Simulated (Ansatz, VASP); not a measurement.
# NaAgPtC6N6 in VASP and in Ansatz

The input INCAR:

```
SYSTEM = NaAgPtC6N6
PREC = Accurate ; ENCUT = 520
EDIFF = 1E-6 ; ISMEAR = 0
SIGMA = 0.1 ; LREAL = Auto
LASPH = .True. ; NELM = 100
ALGO = Normal ; ISIF = 2
LWAVE = .False. ; LCHARG = .True.
GGA = PE ; LELF = .True.
LVHAR = .True. ; NBANDS = 54
```

Contents of KPOINTS:

```
regular mesh
0
Gamma
  4 4 4
  0 0 0
```

Contents of POSCAR:

```
NaAgPtC6N6
1.0
    0.0000000000      5.1995000000      5.1995000000
    5.1995000000      0.0000000000      5.1995000000
    5.1995000000      5.1995000000      0.0000000000
Na Ag Pt C N
1 1 1 6 6
Direct
    0.7500000000      0.7500000000      0.7500000000
    0.0000000000      0.0000000000      0.0000000000
    0.5000000000      0.5000000000      0.5000000000
    0.8055582300      0.1944417700      0.1944417700
    0.1944417700      0.1944417700      0.8055582300
    0.8055582300      0.1944417700      0.8055582300
    0.1944417700      0.8055582300      0.8055582300
    0.8055582300      0.8055582300      0.1944417700
    0.1944417700      0.8055582300      0.1944417700
    0.6930474100      0.3069525900      0.3069525900
    0.3069525900      0.3069525900      0.6930474100
    0.6930474100      0.3069525900      0.6930474100
    0.3069525900      0.6930474100      0.6930474100
    0.6930474100      0.6930474100      0.3069525900
    0.3069525900      0.6930474100      0.3069525900
```

Input for Ansatz:

```yaml
crystal:
  lattice:
    - [0.0, 5.1995, 5.1995]
    - [5.1995, 0.0, 5.1995]
    - [5.1995, 5.1995, 0.0]
  atoms:
    - { symbol: Na, position: [0.75, 0.75, 0.75] }
    - { symbol: Ag, position: [0.0, 0.0, 0.0] }
    - { symbol: Pt, position: [0.5, 0.5, 0.5] }
    - { symbol: C, position: [0.80555823, 0.19444177, 0.19444177] }
    - { symbol: C, position: [0.19444177, 0.19444177, 0.80555823] }
    - { symbol: C, position: [0.80555823, 0.19444177, 0.80555823] }
    - { symbol: C, position: [0.19444177, 0.80555823, 0.80555823] }
    - { symbol: C, position: [0.80555823, 0.80555823, 0.19444177] }
    - { symbol: C, position: [0.19444177, 0.80555823, 0.19444177] }
    - { symbol: "N", position: [0.69304741, 0.30695259, 0.30695259] }
    - { symbol: "N", position: [0.30695259, 0.30695259, 0.69304741] }
    - { symbol: "N", position: [0.69304741, 0.30695259, 0.69304741] }
    - { symbol: "N", position: [0.30695259, 0.69304741, 0.69304741] }
    - { symbol: "N", position: [0.69304741, 0.69304741, 0.30695259] }
    - { symbol: "N", position: [0.30695259, 0.69304741, 0.30695259] }
basis:
  ecutwfc: 420
kpoints:
  mp_grid: { grid: [4, 4, 4] }
hamiltonian:
  xc: pbe
scf:
  occupations: { method: gaussian, width: 0.1 }
  lower_state_search: "off"
output:
  forces: true
  stress: true
  eigenvalues: true
```

Alike in both runs: task single point; functional PBE; k mesh 4 × 4 × 4; occupations gaussian, width 0.1 eV; no spin polarisation.

```csv
,VASP,Ansatz
version,VASP 6.6.1,Ansatz 0.2.0
potentials or method,"VASP PAW PBE potentials, release 64 (Na_pv, Ag, Pt, C, N), cutoff 520 eV","scalar-relativistic, plane waves, PAW"
valence electrons in the cell,82,100
```

|  | VASP | Ansatz | Ansatz less VASP |
| --- | --- | --- | --- |
| gap on the k mesh at the Fermi level (eV) | 0.36 | 0.35 | -0.012 |
| least direct gap on the mesh (eV) | 0.39 | 0.39 | -0.001 |
| pressure (GPa) | 13.7 | 13.4 | -0.27 |
| rms of the force components (eV/Å) | 0.929 | 1.075 | +0.1464 |

Atom by atom the forces differ by 0.196 eV/Å (rms over components). VASP's potentials hold 82 valence electrons a cell and Ansatz's 100, so a difference there can come from the potentials and not from the codes.

Spin-orbit coupling is off throughout. Noted on VASP's run: the standard files for N, O and F lose accuracy on very short bonds.
